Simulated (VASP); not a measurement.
Wanted: the native input for a VASP 6.6.1 run.

```yaml
Task: relaxation of cell and atoms
Functional: PBE
Potentials_or_basis: VASP PAW PBE potentials, release 64 (Ca_sv, Si, Se)
Cutoff: 600 eV
k_mesh: 4 × 4 × 4
Occupations: gaussian, width 0.1 eV
Spin: no spin polarisation
Dipole_correction: no
Further_INCAR_settings: ALGO = Normal; EDIFF = 1e-06; IBRION = 2; EDIFFG = -0.04; NSW = 90; ISIF = 3
```

The structure of Ca4SiSe2 lies in POSCAR:

```
Ca4SiSe2
1.0
   -2.9461647000      2.9461647000      5.9319775600
    2.9461647000     -2.9461647000      5.9319775600
    2.9461647000      2.9461647000     -5.9319775600
Ca Si Se
4 1 2
Direct
    0.1221451300      0.6535200500      0.0000000000
    0.8778548700      0.8778548700      0.5313749200
    0.6535200500      0.1221451300      0.0000000000
    0.3464799500      0.3464799500      0.4686250800
    0.5000000000      0.5000000000      0.0000000000
    0.2500000000      0.7500000000      0.5000000000
    0.7500000000      0.2500000000      0.5000000000
```

The input as run:

INCAR

```
PREC = Accurate
ENCUT = 600
EDIFF = 1E-6
ISMEAR = 0
SIGMA = 0.1
LREAL = False
LASPH = True
NELM = 100
ALGO = Normal
ISIF = 3
LWAVE = False
LCHARG = False
GGA = PE
IBRION = 2
NSW = 90
EDIFFG = -0.04
```

KPOINTS

```
regular mesh
0
Gamma
  4 4 4
```

Potentials or basis: VASP PAW PBE potentials, release 64 (Ca_sv, Si, Se).

The run is started by

```sh
$ cat potpaw_PBE.64/Ca_sv/POTCAR potpaw_PBE.64/Si/POTCAR potpaw_PBE.64/Se/POTCAR > POTCAR
$ mpirun -np 1 vasp_std > vasp.out
```

It gave:

| Item | Value |
| --- | --- |
| Relaxed volume | 40.15 Å³/atom |
| Relaxed cell | a = 8.732 Å, b = 8.732 Å, c = 8.732 Å, α = 139.25°, β = 139.25°, γ = 59.00° |
| Space group after relaxing (to 0.05 Å) | I-42m (No. 121) |
| Energy gained by relaxing | 335.9 meV/atom |
| Ionic steps | 17 |
| Pressure after relaxing | 0.1 GPa |
| Largest force after relaxing | 0.030 eV/Å |
| Band gap on the k mesh | zero (band 28 reaches 1.35 eV, above the bottom of band 29 at 1.11 eV) |

Caveat: the k points lie up to 0.37 Å⁻¹ apart in the final cell; the volume moved by over 15 % at a fixed basis, so the end points are rough.

It took 17 min on 1 thread of Intel(R) Xeon(R) 6975P-C (Granite Rapids), with other jobs on the host, peak memory 0.61 GiB.
